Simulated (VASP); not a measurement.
Write the native input for VASP 6.6.1 that does the following.

| Property | Result |
| --- | --- |
| Task | single point |
| Functional | PBE |
| Potentials or basis | VASP PAW PBE potentials, release 64 (Co, O) |
| Cutoff | 520 eV |
| k mesh | 10 × 10 × 10 |
| Occupations | gaussian, width 0.05 eV |
| Spin | collinear spin, ferromagnetic start |
| Starting moments | [2.88, 0.24] μB |
| Hubbard terms | Co d U = 3.3 eV |
| Dipole correction | no |
| Further INCAR settings | ALGO = Normal; EDIFF = 1e-06; NBANDS = 18 |

The structure of CoO lies in POSCAR:

```
CoO
1.0
    0.0000000000      2.1628257023      2.1628257023
    2.1628257023      0.0000000000      2.1628257023
    2.1628257023      2.1628257023      0.0000000000
Co O
1 1
Direct
    0.0000000000      0.0000000000      0.0000000000
    0.5000000000      0.5000000000      0.5000000000
```

One way to write it, as run:

INCAR

```
PREC = Accurate
ENCUT = 520
EDIFF = 1E-6
ISMEAR = 0
SIGMA = 0.05
LREAL = F
LASPH = T
NELM = 150
ALGO = Normal
ISIF = 2
LWAVE = F
LCHARG = F
ISPIN = 2
MAGMOM = 2.88 0.24
LORBIT = 11
LMAXMIX = 4
LDAU = T
LDAUTYPE = 2
LDAUL = 2 -1
LDAUU = 3.3 0
LDAUJ = 0 0
LDAUPRINT = 1
GGA = PE
NBANDS = 18
```

KPOINTS

```
regular mesh
0
Gamma
  10 10 10
```

Potentials or basis: VASP PAW PBE potentials, release 64 (Co, O).

The run is started by

```sh
$ cat potpaw_PBE.64/Co/POTCAR potpaw_PBE.64/O/POTCAR > POTCAR
$ mpirun -np 1 vasp_std > vasp.out
```

Results of the run:

```json
{"Pressure": "-9.0 GPa", "Band gap on the k mesh": "zero (filled and empty bands overlap)", "Net moment": "3.00 μB per cell", "Site moments": "Co +2.73; O +0.25 μB", "Valence electrons inside the program's atomic spheres": "Co 7.73; O 4.97"}
```

Caveat: a cell with one magnetic atom can't hold antiferromagnetic order, which such compounds often take.

Run time: 38 s on 1 thread of AMD EPYC 7R43 64-Core Processor (Zen 3) (shared host), peak memory 0.13 GiB.
